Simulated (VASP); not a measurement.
Write the native input for VASP 6.6.1 that does the following.

* Task: single point
* Functional: PBE
* Potentials or basis: VASP PAW PBE potentials, release 64 (Ag)
* Cutoff: 520 eV
* k mesh: 14 × 14 × 4
* Occupations: fermi-dirac, width 0.08 eV
* Spin: no spin polarisation
* Dipole correction: no
* Further INCAR settings: ALGO = Normal; EDIFF = 1e-06; NBANDS = 30

The structure of Ag lies in POSCAR:

```
Ag
1.0
    2.8861989086      0.0000000000      0.0000000000
   -1.4430994543      2.4995215753      0.0000000000
    0.0000000000      0.0000000000      9.9000000000
Ag
4
Direct
    0.3333333333      0.6666666667      0.2500000000
    0.6666666667      0.3333333333      0.7500000000
    0.0000000000      0.0000000000      0.0000000000
    0.0000000000      0.0000000000      0.5000000000
```

This isn't the form of Ag at room conditions, which is fcc.

This cell differs from its parent crystal: zz strain of -1 %.

These files were run (other wordings do the same):

INCAR

```
SYSTEM = Ag
PREC = Accurate
ENCUT = 520
EDIFF = 1E-6
ISMEAR = -1
SIGMA = 0.08
LREAL = .FALSE.
LASPH = .TRUE.
NELM = 60
ALGO = Normal
ISIF = 2
LWAVE = .FALSE.
LCHARG = .FALSE.
GGA = PE
NBANDS = 30
```

KPOINTS

```
regular mesh
0
G
  14 14 4
  0 0 0
```

Potentials or basis: VASP PAW PBE potentials, release 64 (Ag).

Run with:

```sh
$ cat potpaw_PBE.64/Ag/POTCAR > POTCAR
$ mpirun -np 1 vasp_std > vasp.out
```

It gave:

```yaml
Pressure: 0.3 GPa
Band_gap_on_the_k_mesh: zero (bands 22 and 23 overlap by 6.08 eV)
```

Caveat: the cell differs from its parent crystal (zz strain of -1 %).

Run time: 48 s on 1 thread of Intel(R) Xeon(R) 6975P-C (Granite Rapids), on a shared host, peak memory 0.27 GiB.
